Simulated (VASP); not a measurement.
# SnO (P4/nmm) in VASP: further runs, part 3 of 3

VASP 6.6.1. Earlier steps stand in the parts before.

## (5) Single point, PBE

This run uses another cell than the first one, of 18.20 Å³/atom.

Input file INCAR:

```
ALGO     = Normal         # electronic algorithm
EDIFF    = 1E-6           # SCF threshold, eV
ENCUT    = 520            # plane-wave cutoff, eV
GGA      = PE             # functional
ISIF     = 2              # what is computed and relaxed
ISMEAR   = 0              # smearing method
LASPH    = True           # aspherical terms in the spheres
LCHARG   = False          # write CHGCAR
LREAL    = False          # projectors in reciprocal space
LWAVE    = False          # write WAVECAR
NBANDS   = 28             # bands
NELM     = 100            # most SCF steps
PREC     = Accurate       # precision mode
SIGMA    = 0.02           # smearing width, eV
```

Input file KPOINTS:

```
k-points
0
Gamma
  10 10 8
```

Input file POSCAR:

```
SnO
1.0
    3.8534357905      0.0000000000      0.0000000000
    0.0000000000      3.8534357905      0.0000000000
    0.0000000000      0.0000000000      4.9024551381
Sn O
2 2
Direct
    0.0000000000      0.5000000000      0.2362604913
    0.5000000000      0.0000000000      0.7637395087
    0.5000000000      0.5000000000      0.0000000000
    0.0000000000      0.0000000000      0.0000000000
```

Potentials or basis: VASP PAW PBE potentials, release 64 (Sn_d, O).

Run with:

```
$ cat potpaw_PBE.64/Sn_d/POTCAR potpaw_PBE.64/O/POTCAR > POTCAR
$ mpirun -np 1 vasp_std > vasp.out
```

OUTCAR:

```text
EDIFF = 1E-6
   ENCUT = 520
   GGA = PE
   ISIF = 2
   ISMEAR = 0
   LASPH = True
   LREAL = False
   NELM = 100
   PREC = Accurate

 ion  position               nearest neighbor table
   1  0.000  0.500  0.236-   3 2.25   4 2.25   4 2.25   3 2.25   2 3.58   2 3.58   2 3.58   2 3.58
                             2 3.76   2 3.76   2 3.76   2 3.76
   2  0.500  0.000  0.764-   3 2.25   4 2.25   3 2.25   4 2.25   1 3.58   1 3.58   1 3.58   1 3.58
                             1 3.76   1 3.76   1 3.76   1 3.76
   3  0.500  0.500  0.000-   1 2.25   2 2.25   2 2.25   1 2.25
   4  0.000  0.000  0.000-   1 2.25   2 2.25   1 2.25   2 2.25

  LATTYP: Found a simple tetragonal cell.
 ALAT       =     3.8534357905
 C/A-ratio  =     1.2722296165

  Lattice vectors:

 A1 = (   3.8534357905,   0.0000000000,   0.0000000000)
 A2 = (   0.0000000000,   3.8534357905,   0.0000000000)
 A3 = (   0.0000000000,   0.0000000000,   4.9024551381)

Analysis of symmetry for initial positions (statically):
=====================================================================
 Subroutine PRICEL returns:
 Original cell was already a primitive cell.

[... 170 lines left out ...]
  ext. energy  EPLUGINS =         0.00000000
  ---------------------------------------------------
  free energy    TOTEN  =       -22.71655137 eV

  energy without entropy =      -22.71655137  energy(sigma->0) =      -22.71655137

 E-fermi :   6.7635     XC(G=0): -10.0564

 val. band max:        6.6232830877   @ k =   0.1000   0.0000   0.0000
 cond. band min:       6.8677669048   @ k =   0.5000   0.5000   0.0000
 fundamental gap:      0.2444838171
 Fermi energy:         6.7635281896

 k-point     1 :       0.0000    0.0000    0.0000
  band No.  band energies     occupation
      1     -15.2142      2.00000
      2     -14.8336      2.00000
      3     -14.8336      2.00000
      4     -14.8321      2.00000
      5     -14.7993      2.00000
      6     -14.7876      2.00000
[... 733 lines left out ...]
     27      13.8874      0.00000
     28      16.1455      0.00000

 [... further k-points ...]
[... 5 lines left out ...]
  --------------------------------------------------------------------------------------
  -------------------------------------------------------------------------------------
  Total        0.5335963      0.5335963      0.5353091      0.0000000      0.0000000      0.0000000
  in kB       11.7439312     11.7439312     11.7816293      0.0000000      0.0000000      0.0000000
  external PRESSURE =      11.7564973 kB  Pullay stress =       0.0000000 kB

 VOLUME and BASIS-vectors are now :
 -----------------------------------------------------------------------------
  energy-cutoff  :      520.00
  volume of cell :       72.80
      direct lattice vectors                 reciprocal lattice vectors
     3.853435790  0.000000000  0.000000000     0.259508671  0.000000000  0.000000000
     0.000000000  3.853435790  0.000000000     0.000000000  0.259508671  0.000000000
     0.000000000  0.000000000  4.902455138     0.000000000  0.000000000  0.203979429

 POSITION                                       TOTAL-FORCE (eV/Angst)
 -----------------------------------------------------------------------------------
      0.00000      1.92672      1.15826         0.000000      0.000000      0.078994
      1.92672      0.00000      3.74420        -0.000000      0.000000     -0.078994
      1.92672      1.92672      0.00000        -0.000000      0.000000      0.000000
      0.00000      0.00000      0.00000         0.000000     -0.000000      0.000000
 -----------------------------------------------------------------------------------
    total drift:                                0.000000      0.000000      0.000000

  FREE ENERGIE OF THE ION-ELECTRON SYSTEM (eV)
  ---------------------------------------------------
  free  energy   TOTEN  =       -22.7165513671 eV

  energy  without entropy=      -22.7165513671  energy(sigma->0) =      -22.71655137
```

OSZICAR:

```text
N       E                     dE             d eps       ncg     rms          rms(c)
DAV:   1     0.417346595792E+03    0.41735E+03   -0.19995E+04  6128   0.216E+03
DAV:   2     0.374416776405E+02   -0.37990E+03   -0.36435E+03  6088   0.545E+02
DAV:   3    -0.234235508247E+02   -0.60865E+02   -0.59736E+02  6704   0.180E+02
DAV:   4    -0.264053707383E+02   -0.29818E+01   -0.29670E+01  6708   0.426E+01
DAV:   5    -0.264753229753E+02   -0.69952E-01   -0.69944E-01  6440   0.708E+00    0.117E+01
DAV:   6    -0.227640439226E+02    0.37113E+01   -0.17530E+01  9496   0.454E+01    0.506E+00
DAV:   7    -0.227366615498E+02    0.27382E-01   -0.21647E+00  6956   0.873E+00    0.249E+00
DAV:   8    -0.227231281974E+02    0.13533E-01   -0.29896E-01  7236   0.361E+00    0.810E-01
DAV:   9    -0.227155558793E+02    0.75723E-02   -0.47892E-02  9428   0.215E+00    0.244E-01
DAV:  10    -0.227169619368E+02   -0.14061E-02   -0.78682E-03  7960   0.791E-01    0.154E-01
DAV:  11    -0.227165212247E+02    0.44071E-03   -0.24012E-03  8960   0.435E-01    0.219E-02
DAV:  12    -0.227165554580E+02   -0.34233E-04   -0.28631E-04  6064   0.100E-01    0.312E-02
DAV:  13    -0.227165515223E+02    0.39358E-05   -0.31821E-05  7536   0.488E-02    0.346E-03
DAV:  14    -0.227165513671E+02    0.15518E-06   -0.31863E-06  6376   0.110E-02
   1 F= -.22716551E+02 E0= -.22716551E+02  d E =-.449884E-16
```

It took 69 s on 1 thread of Intel Xeon 6975P-C (Granite Rapids), shared host; peak memory 0.29 GiB.

What came out:

```
Free energy            : -22.7166 eV
Pressure               : 1.2 GPa
Largest force          : 0.079 eV/Å
Band gap on the k mesh : 0.24 eV (least direct gap 2.00 eV)
```

Forces in eV/Å, atoms in the order of the input:
```
Sn   0.000  0.000  0.079
Sn   0.000  0.000 -0.079
O    0.000  0.000  0.000
O    0.000  0.000  0.000
```

Caveat: semilocal functionals underestimate gaps, and a narrow one can read as zero; spin-orbit coupling is left out, which moves the levels of the heavy elements. A k mesh can miss the band edges.

## (6) Single point, PBE

This run uses another cell than the first one: it holds 32 atoms, not 4.

Input file INCAR:

```
ALGO = Normal
EDIFF = 1E-6
ENCUT = 520
GGA = PE
ISIF = 2
ISMEAR = 0
LASPH = True
LCHARG = False
LREAL = Auto
LWAVE = False
NBANDS = 182
NELM = 100
PREC = Accurate
SIGMA = 0.02
```

Input file KPOINTS:

```
k-points
0
Gamma
  3 3 3
```

Input file POSCAR:

```
SnO
1.0
   -7.7365256645      0.0000000000      5.0662402388
    7.7365256645      0.0000000000      5.0662402388
    0.0000000000      7.7365256645     -5.0662402388
Sn O
16 16
Direct
    0.9893878386      0.4893878386      0.2500000000
    0.7393878386      0.2393878386      0.7500000000
    0.2393878386      0.2393878386      0.2500000000
    0.7393878386      0.7393878386      0.2500000000
    0.4893878386      0.4893878386      0.7500000000
    0.9893878386      0.9893878386      0.7500000000
    0.4893878386      0.9893878386      0.2500000000
    0.2393878386      0.7393878386      0.7500000000
    0.2606121614      0.0106121614      0.5000000000
    0.0106121614      0.7606121614      0.0000000000
    0.5106121614      0.7606121614      0.5000000000
    0.0106121614      0.2606121614      0.5000000000
    0.7606121614      0.0106121614      0.0000000000
    0.2606121614      0.5106121614      0.0000000000
    0.7606121614      0.5106121614      0.5000000000
    0.5106121614      0.2606121614      0.0000000000
    0.7500000000      0.5000000000      0.2500000000
    0.5000000000      0.2500000000      0.7500000000
    0.0000000000      0.2500000000      0.2500000000
    0.5000000000      0.7500000000      0.2500000000
    0.2500000000      0.5000000000      0.7500000000
    0.7500000000      0.0000000000      0.7500000000
    0.2500000000      0.0000000000      0.2500000000
    0.0000000000      0.7500000000      0.7500000000
    0.7500000000      0.7500000000      0.5000000000
    0.5000000000      0.5000000000      0.0000000000
    0.0000000000      0.5000000000      0.5000000000
    0.5000000000      0.0000000000      0.5000000000
    0.2500000000      0.7500000000      0.0000000000
    0.7500000000      0.2500000000      0.0000000000
    0.2500000000      0.2500000000      0.5000000000
    0.0000000000      0.0000000000      0.0000000000
```

Potentials or basis: VASP PAW PBE potentials, release 64 (Sn_d, O).

Run with:

```
$ cat potpaw_PBE.64/Sn_d/POTCAR potpaw_PBE.64/O/POTCAR > POTCAR
$ mpirun -np 1 vasp_std > vasp.out
```

Wall time 31 min (1 thread of Intel Xeon Platinum 8488C (Sapphire Rapids), shared host); peak memory 0.92 GiB.

It converged, with:

```yaml
Free_energy: -181.8417 eV
Pressure: 0.1 GPa
Largest_force: 0.085 eV/Å
Band_gap_on_the_k_mesh: 0.51 eV
```

Forces in eV/Å, atoms in the order of the input:
```
Sn   0.000  0.000  0.085
Sn   0.000  0.000  0.085
Sn   0.000  0.000  0.085
Sn   0.000  0.000  0.085
Sn   0.000  0.000  0.085
Sn   0.000  0.000  0.085
Sn   0.000  0.000  0.085
Sn   0.000  0.000  0.085
Sn   0.000  0.000 -0.085
Sn   0.000  0.000 -0.085
Sn   0.000  0.000 -0.085
Sn   0.000  0.000 -0.085
Sn   0.000  0.000 -0.085
Sn   0.000  0.000 -0.085
Sn   0.000  0.000 -0.085
Sn   0.000  0.000 -0.085
O    0.000  0.000  0.000
O    0.000  0.000  0.000
O    0.000  0.000  0.000
O    0.000  0.000  0.000
O    0.000  0.000  0.000
O    0.000  0.000  0.000
O    0.000  0.000  0.000
O    0.000  0.000  0.000
O    0.000  0.000  0.000
O    0.000  0.000  0.000
O    0.000  0.000  0.000
O    0.000  0.000  0.000
O    0.000  0.000  0.000
O    0.000  0.000  0.000
O    0.000  0.000  0.000
O    0.000  0.000  0.000
```

Levels at points of the mesh, in eV from the valence-band top:
```tsv
k point	band 156	band 157	band 158	band 159	band 160	band 161	band 162	band 163	band 164	band 165
(0.00, 0.00, 0.00)	-1.78	-1.78	-1.74	-1.74	0.00	0.51	0.51	1.78	1.78	1.78
```

Caveat: semilocal functionals underestimate gaps, and a narrow one can read as zero; spin-orbit coupling is left out, which moves the levels of the heavy elements.

## (7) Overview

| cell | k mesh | smearing | gap on the mesh (eV) | pressure (GPa) | largest force (eV/Å) |
| --- | --- | --- | --- | --- | --- |
| a = 3.403, b = 3.403, c = 3.695 Å, 4 atoms, atomic positions A | 12 × 12 × 12 | gaussian 0.1 eV | none | 90.8 | 0.14 |
| a = 3.624, b = 3.624, c = 4.113 Å, 4 atoms, atomic positions B | 12 × 12 × 10 | gaussian 0.1 eV | none | 25.4 | 0.10 |
| a = 3.722, b = 3.722, c = 4.325 Å, 4 atoms, atomic positions C | 12 × 12 × 10 | gaussian 0.1 eV | none | 12.3 | 0.09 |
| a = 3.853, b = 3.853, c = 4.902 Å, 4 atoms, atomic positions D | 10 × 10 × 8 | gaussian 0.02 eV | 0.24 | 1.2 | 0.08 |
| a = 9.248 Å, angles 107.5, 107.5, 113.6°, 32 atoms, atomic positions E | 3 × 3 × 3 | gaussian 0.02 eV | 0.51 | 0.1 | 0.09 |

Alike in all rows: task single point; level PBE; potentials or basis VASP PAW PBE potentials, release 64 (Sn_d, O); no spin polarisation; cutoff (eV) 520.

Caveats: spin-orbit coupling is left out, which moves the levels of the heavy elements; the cell stands under pressure (at least some runs); semilocal functionals underestimate gaps, and a narrow one can read as zero (at least some runs).

Total energies depend on the potentials used, so only differences within one code and one set of settings carry meaning.

The gap in the log of VASP goes by the Fermi energy; the results here count the filled bands.